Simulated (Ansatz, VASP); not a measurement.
# SrCl2: VASP beside Ansatz

Contents of INCAR:

```
SYSTEM = SrCl2
PREC     = Accurate       ! precision mode
ENCUT    = 520            ! plane-wave cutoff, eV
EDIFF    = 1E-6           ! SCF threshold, eV
ISMEAR   = 0              ! smearing method
SIGMA    = 0.05           ! smearing width, eV
LREAL    = .FALSE.        ! projectors in reciprocal space
LASPH    = .TRUE.         ! aspherical terms in the spheres
NELM     = 80             ! most SCF steps
ALGO     = Normal         ! electronic algorithm
ISIF     = 2              ! what is computed and relaxed
LWAVE    = .FALSE.        ! write WAVECAR
LCHARG   = .FALSE.        ! write CHGCAR
GGA      = PE             ! functional
NBANDS   = 19             ! bands
```

Contents of KPOINTS:

```
regular mesh
0
G
  6 6 6
  0 0 0
```

File POSCAR:

```
SrCl2
1.0
   -0.2614125000      3.4855000000      3.4855000000
    3.2240875000      0.0000000000      3.2240875000
    3.4855000000      3.4855000000     -0.2614125000
Sr Cl
1 2
Direct
    0.0000000000      0.0000000000      0.0000000000
    0.2500000000      0.2500000000      0.2500000000
    0.7500000000      0.7500000000      0.7500000000
```

Input for Ansatz:

```yaml
crystal:
  lattice:
    - [-0.2614125, 3.4855, 3.4855]
    - [3.2240875, 0.0, 3.2240875]
    - [3.4855, 3.4855, -0.2614125]
  atoms:
    - { symbol: Sr, position: [0.0, 0.0, 0.0] }
    - { symbol: Cl, position: [0.25, 0.25, 0.25] }
    - { symbol: Cl, position: [0.75, 0.75, 0.75] }
basis:
  ecutwfc: 420
kpoints:
  mp_grid: { grid: [6, 6, 6] }
hamiltonian:
  xc: pbe
scf:
  occupations: { method: gaussian, width: 0.05 }
output:
  forces: true
  stress: true
  eigenvalues: true
```

Change from the starting cell: strain -0.1500 x Voigt [0, 0, 0, 0, 1, 0], atoms carried along.

Alike in both runs: task single point; functional PBE; k mesh 6 × 6 × 6; occupations gaussian, width 0.05 eV; no spin polarisation.

```csv
,VASP,Ansatz
version,VASP 6.6.1,Ansatz 0.2.0
potentials or method,"VASP PAW PBE potentials, release 64 (Sr_sv, Cl), cutoff 520 eV","scalar-relativistic, plane waves, PAW"
valence electrons in the cell,24,24
```

VASP gave:

```
gap on the k mesh at the Fermi level (eV)                     : 5.37
least direct gap on the mesh (eV)                             : 5.58
pressure (GPa)                                                : 2.3
traceless stress, the component that is largest in VASP (GPa) : 2.46
rms of the force components (eV/Å)                            : 0.199
```

Task: What did Ansatz give for the same quantities?

Result: gap on the k mesh at the Fermi level (eV): 5.38; least direct gap on the mesh (eV): 5.59; pressure (GPa): 2.2; traceless stress, the component that is largest in VASP (GPa): 2.39; rms of the force components (eV/Å): 0.191.

Atom by atom the forces differ by 0.007 eV/Å (rms over components). With one functional, cell and mesh, what is left measures potentials, basis and numerics.
